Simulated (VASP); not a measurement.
# CaO (Fm-3m) in VASP: notebook, part 2 of 2

VASP 6.6.1. Earlier steps stand in the parts before.

## 4. Single point, PBE

This run uses another cell than the first one, of 13.89 Å³/atom.

Input file INCAR:

```
ALGO = Normal ; EDIFF = 1E-6
ENCUT = 520 ; GGA = PE
ISIF = 2 ; ISMEAR = 0
LASPH = True ; LCHARG = False
LREAL = False ; LWAVE = False
NBANDS = 15 ; NELM = 80
PREC = Accurate ; SIGMA = 0.028999999999999998
```

Input file KPOINTS:

```
k-points
0
Gamma
  10 10 10
```

Input file POSCAR:

```
CaO
1.0
    0.0000000000      2.4035556960      2.4035556960
    2.4035556960      0.0000000000      2.4035556960
    2.4035556960      2.4035556960      0.0000000000
Ca O
1 1
Direct
    0.0000000000      0.0000000000      0.0000000000
    0.5000000000      0.5000000000      0.5000000000
```

Potentials or basis: VASP PAW PBE potentials, release 64 (Ca_sv, O).

On the command line:

```sh
$ cat potpaw_PBE.64/Ca_sv/POTCAR potpaw_PBE.64/O/POTCAR > POTCAR
$ mpirun -np 1 vasp_std > vasp.out
```

OUTCAR:

```text
EDIFF = 1E-6
   ENCUT = 520
   GGA = PE
   ISIF = 2
   ISMEAR = 0
   LASPH = True
   LREAL = False
   NELM = 80
   PREC = Accurate

 ion  position               nearest neighbor table
   1  0.000  0.000  0.000-   2 2.40   2 2.40   2 2.40   2 2.40   2 2.40   2 2.40
   2  0.500  0.500  0.500-   1 2.40   1 2.40   1 2.40   1 2.40   1 2.40   1 2.40

  LATTYP: Found a face centered cubic cell.
 ALAT       =     4.8071113920

  Lattice vectors:

 A1 = (   0.0000000000,   2.4035556960,   2.4035556960)
 A2 = (   2.4035556960,   0.0000000000,   2.4035556960)
 A3 = (   2.4035556960,   2.4035556960,   0.0000000000)

Analysis of symmetry for initial positions (statically):
=====================================================================
 Subroutine PRICEL returns:
 Original cell was already a primitive cell.

 Routine SETGRP: Setting up the symmetry group for a
 face centered cubic supercell.

 Subroutine GETGRP returns: Found 48 space group operations
 (whereof 48 operations were pure point group operations)
 out of a pool of 48 trial point group operations.

The static configuration has the point symmetry O_h .

Analysis of symmetry for dynamics (positions and initial velocities):
=====================================================================
 Subroutine PRICEL returns:
 Original cell was already a primitive cell.

 Routine SETGRP: Setting up the symmetry group for a
 face centered cubic supercell.

 Subroutine GETGRP returns: Found 48 space group operations
 (whereof 48 operations were pure point group operations)
 out of a pool of 48 trial point group operations.

The dynamic configuration has the point symmetry O_h .

 Subroutine INISYM returns: Found 48 space group operations
 (whereof 48 operations are pure point group operations),
 and found     1 'primitive' translations

----------------------------------------------------------------------------------------

                                     Primitive cell

  volume of cell :      27.7711

  direct lattice vectors                    reciprocal lattice vectors
     0.000000000  2.403555696  2.403555696    -0.208025136  0.208025136  0.208025136
     2.403555696  0.000000000  2.403555696     0.208025136 -0.208025136  0.208025136
     2.403555696  2.403555696  0.000000000     0.208025136  0.208025136 -0.208025136

  length of vectors
     3.399141063  3.399141063  3.399141063     0.360310104  0.360310104  0.360310104

  position of ions in fractional coordinates (direct lattice)
     0.000000000  0.000000000  0.000000000
     0.500000000  0.500000000  0.500000000

  ion indices of the primitive-cell ions
   primitive index   ion index
                 1           1
                 2           2

----------------------------------------------------------------------------------------

 KPOINTS: k-points

Automatic generation of k-mesh.
 Grid dimensions read from file:
 generate k-points for:   10   10   10

 Generating k-lattice:

  Cartesian coordinates                     Fractional coordinates (reciprocal lattice)
    -0.020802514  0.020802514  0.020802514     0.100000000  0.000000000  0.000000000
     0.020802514 -0.020802514  0.020802514     0.000000000  0.100000000  0.000000000
     0.020802514  0.020802514 -0.020802514     0.000000000  0.000000000  0.100000000

  Length of vectors
     0.036031010  0.036031010  0.036031010

  Shift w.r.t. Gamma in fractional coordinates (k-lattice)
     0.000000000  0.000000000  0.000000000

 Subroutine IBZKPT returns following result:
 ===========================================

 Found     47 irreducible k-points:

 Following reciprocal coordinates:
            Coordinates               Weight
  0.000000  0.000000  0.000000      1.000000
  0.100000  0.000000  0.000000      8.000000
  0.200000  0.000000  0.000000      8.000000
  0.300000  0.000000  0.000000      8.000000
  0.400000  0.000000  0.000000      8.000000
  0.500000  0.000000  0.000000      4.000000
[... 16 lines left out ...]
  0.300000  0.300000  0.000000      6.000000
  0.400000  0.300000  0.000000     24.000000
 [... further k-points ...]
   k-points           NKPTS =     47   k-points in BZ     NKDIM =     47   number of bands    NBANDS=     15
   number of dos      NEDOS =    301   number of ions     NIONS =      2
   total plane-waves  NPLWV =  21952
   dimension x,y,z NGX =    28 NGY =   28 NGZ =   28
   dimension x,y,z NGXF=    56 NGYF=   56 NGZF=   56
   ions per type =               1   1
   NGX,Y,Z   is equivalent  to a cutoff of  13.69, 13.69, 13.69 a.u.
   NGXF,Y,Z  is equivalent  to a cutoff of  27.39, 27.39, 27.39 a.u.
 SYSTEM =  unknown system
   PREC   = accura    normal or accurate (medium, high low for compatibility)
   ISTART =      0    job   : 0-new  1-cont  2-samecut
   ICHARG =      2    charge: 1-file 2-atom 10-const
   ISPIN  =      1    spin polarized calculation?
   LNONCOLLINEAR =      F non collinear calculations
   LSORBIT =      F    spin-orbit coupling
   LASPH  =      T    aspherical Exc in radial PAW
   ENCUT  =  520.0 eV  38.22 Ry    6.18 a.u.   6.32  6.32  6.32*2*pi/ulx,y,z
   NELM   =     80;   NELMIN=  2; NELMDL= -5     # of ELM steps
   EDIFF  = 0.1E-05   stopping-criterion for ELM
   LREAL  =      F    real-space projection
   EDIFFG = 0.1E-04   stopping-criterion for IOM
   NSW    =      0    number of steps for IOM
   IBRION =     -1    ionic relax: 0-MD 1-quasi-New 2-CG
   NFREE  =      0    steps in history (QN), initial steepest desc. (CG)
   ISIF   =      2    stress and relaxation
   ISYM   =      2    0-nonsym 1-usesym 2-fastsym
   POTIM  = 0.5000    time-step for ionic-motion
   TEBEG  =    0.0;   TEEND  =   0.0 temperature during run
   PSTRESS=    0.0 pullay stress
   NELECT =      16.0000    total number of electrons
   NUPDOWN=      -1.0000    fix difference up-down
   EMIN   =  10.00;   EMAX   =-10.00  energy-range for DOS
   EFERMI =   0.00;   METHOD = LEGACY
   ISMEAR =     0;   SIGMA  =   0.03  broadening in eV -4-tet -1-fermi 0-gaus
   EFERMI_NEDOS =   21; number of points for ismear=-14 and -15
   IALGO  =     38    algorithm
   IMIX   =      4    mixing-type and parameters
     AMIX     =   0.40;   BMIX     =  1.00
     AMIX_MAG =   1.60;   BMIX_MAG =  1.00
  volume/ion in A,a.u.               =      13.89        93.70
  Fermi-wavevector in a.u.,A,eV,Ry     =   1.362231  2.574243 25.247954  1.855672
  Thomas-Fermi vector in A             =   2.488738
   LORBIT       =      0    0 simple, 1 ext, 2 COOP (PROOUT), +10 PAW based schemes
   GGA     = PE    functional components
   LHFCALC =     F    Hartree Fock is set to
   AEXX    =    0.0000 exact exchange contribution
   IVDW    =     0    specifies the selected vdW correction
   LEPSILON=     F    determine dielectric tensor
   LRPA    =     F    only Hartree local field effects (RPA)
 non-spin polarized calculation
 Gauss-broadening in eV      SIGMA  =   0.03
  energy-cutoff  :      520.00
  volume of cell :       27.77
 maximum number of plane-waves:       763
 NGX is ok and might be reduce to    28
   NGX = 13   NGY = 13   NGZ = 13

 number of electron      15.9999997 magnetization

 Free energy of the ion-electron system (eV)
  ---------------------------------------------------
  ext. energy  EPLUGINS =         0.00000000
  ---------------------------------------------------
  free energy    TOTEN  =       -12.80137705 eV

  energy without entropy =      -12.80137705  energy(sigma->0) =      -12.80137705

 E-fermi :   2.6163     XC(G=0): -10.4732

 val. band max:        2.3477006556   @ k =   0.0000   0.0000   0.0000
 cond. band min:       5.9830926036   @ k =   0.5000   0.5000   0.0000
 fundamental gap:      3.6353919480
 Fermi energy:         2.6163015026

 k-point     1 :       0.0000    0.0000    0.0000
  band No.  band energies     occupation
      1     -35.2914      2.00000
      2     -16.0556      2.00000
      3     -16.0556      2.00000
      4     -16.0556      2.00000
      5     -13.1836      2.00000
      6       2.3477      2.00000
      7       2.3477      2.00000
      8       2.3477      2.00000
      9       7.0571      0.00000
     10       8.5718      0.00000
     11       8.5718      0.00000
     12       8.5718      0.00000
     13      10.0746      0.00000
     14      10.0746      0.00000
     15      17.4169      0.00000
[... 397 lines left out ...]
 k-point    24 :       0.4000    0.3000    0.0000
  band No.  band energies     occupation
      1     -35.1838      2.00000
      2     -16.6989      2.00000
      3     -16.2545      2.00000
      4     -16.2275      2.00000
      5     -12.6649      2.00000
      6       0.6713      2.00000
      7       1.7941      2.00000
      8       1.8942      2.00000
      9       6.6524      0.00000
     10       9.9896      0.00000
     11      11.1211      0.00000
     12      11.2060      0.00000
     13      11.3435      0.00000
     14      13.1499      0.00000
     15      17.9188      0.00000

 [... further k-points ...]
[... 5 lines left out ...]
  --------------------------------------------------------------------------------------
  -------------------------------------------------------------------------------------
  Total        0.3769269      0.3769269      0.3769269      0.0000000      0.0000000      0.0000000
  in kB       21.7457873     21.7457873     21.7457873      0.0000000      0.0000000      0.0000000
  external PRESSURE =      21.7457873 kB  Pullay stress =       0.0000000 kB

 VOLUME and BASIS-vectors are now :
 -----------------------------------------------------------------------------
  energy-cutoff  :      520.00
  volume of cell :       27.77
      direct lattice vectors                 reciprocal lattice vectors
     0.000000000  2.403555696  2.403555696    -0.208025136  0.208025136  0.208025136
     2.403555696  0.000000000  2.403555696     0.208025136 -0.208025136  0.208025136
     2.403555696  2.403555696  0.000000000     0.208025136  0.208025136 -0.208025136

 POSITION                                       TOTAL-FORCE (eV/Angst)
 -----------------------------------------------------------------------------------
      0.00000      0.00000      0.00000         0.000000     -0.000000      0.000000
      2.40356      2.40356      2.40356        -0.000000      0.000000     -0.000000
 -----------------------------------------------------------------------------------
    total drift:                                0.000000      0.000000      0.000000

  FREE ENERGIE OF THE ION-ELECTRON SYSTEM (eV)
  ---------------------------------------------------
  free  energy   TOTEN  =       -12.8013770495 eV

  energy  without entropy=      -12.8013770495  energy(sigma->0) =      -12.80137705
```

stdout:

```text
POSCAR found type information on POSCAR CaO
 POSCAR found :  2 types and       2 ions
 scaLAPACK will be used
 LDA part: xc-table for (Slater+PW92), standard interpolation
 POSCAR, INCAR and KPOINTS ok, starting setup
 FFT: planning ... GRIDC
 FFT: planning ... GRID_SOFT
 FFT: planning ... GRID
 WAVECAR not read
 entering main loop
```

It took 11 s on 1 thread of Intel Xeon 6975P-C (Granite Rapids), shared host; peak memory 0.16 GiB.

What came out:

```yaml
Free_energy: -12.8014 eV
Pressure: 2.2 GPa
Band_gap_on_the_k_mesh: 3.64 eV (least direct gap 4.01 eV)
```

## 5. Single point, PBE

This run uses another cell than the first one, of 13.89 Å³/atom.

Input file INCAR:

```
PREC     = Accurate       # precision mode
ENCUT    = 520            # plane-wave cutoff, eV
EDIFF    = 1E-7           # SCF threshold, eV
ISMEAR   = 0              # smearing method
SIGMA    = 0.03           # smearing width, eV
LREAL    = False          # projectors in reciprocal space
LASPH    = True           # aspherical terms in the spheres
NELM     = 100            # most SCF steps
ALGO     = Normal         # electronic algorithm
ISIF     = 2              # what is computed and relaxed
LWAVE    = False          # write WAVECAR
LCHARG   = True           # write CHGCAR
GGA      = PE             # functional
LELF     = True           # ELF
LVHAR    = True         
NBANDS   = 15             # bands
```

Input file KPOINTS:

```
Automatic mesh
0
Gamma
  10 10 10
```

POSCAR is that of step 4.

On the command line:

```sh
$ cat potpaw_PBE.64/Ca_sv/POTCAR potpaw_PBE.64/O/POTCAR > POTCAR
$ mpirun -np 1 vasp_std > vasp.out
```

Wall time 11 s (1 thread of Intel Xeon 6975P-C (Granite Rapids), shared host); peak memory 0.16 GiB.

Results (log left out):

* Free energy: -12.8014 eV
* Pressure: 2.2 GPa
* Band gap on the k mesh: 3.64 eV (least direct gap 4.01 eV)

Levels at points of the mesh, in eV from the valence-band top:
| k point | band 5 | band 6 | band 7 | band 8 | band 9 | band 10 | band 11 | band 12 |
| --- | --- | --- | --- | --- | --- | --- | --- | --- |
| (0.00, 0.00, 0.00) | -15.53 | 0.00 | 0.00 | 0.00 | 4.71 | 6.22 | 6.22 | 6.22 |
| (0.50, 0.00, 0.00) | -14.34 | -2.64 | -1.20 | -1.20 | 7.05 | 8.35 | 8.35 | 8.50 |
| (0.50, 0.50, 0.00) | -15.29 | -1.30 | -0.37 | -0.37 | 3.64 | 8.04 | 8.89 | 9.53 |

## 6. Summary

```tsv
level	cell	smearing	gap on the mesh (eV)	pressure (GPa)
BLYP+D3(BJ)	a = 3.368 Å, angles 60.0°, 2 atoms	fermi-dirac 0.05 eV	3.72	0.7
BLYP+D4	a = 3.402 Å, angles 60.0°, 2 atoms	fermi-dirac 0.05 eV	3.73	0.7
PBE	a = 3.399 Å, angles 60.0°, 2 atoms	gaussian 0.029 eV	3.64	2.2
PBE	a = 3.399 Å, angles 60.0°, 2 atoms	gaussian 0.03 eV	3.64	2.2
```

Alike in all rows: task single point; potentials or basis VASP PAW PBE potentials, release 64 (Ca_sv, O); no spin polarisation; k mesh 10 × 10 × 10; cutoff (eV) 520.

Caveats: the PAW data sets were made with another functional, which shifts forces and pressure a little (at least some runs).

Absolute energies hang on the potentials; compare differences alone.
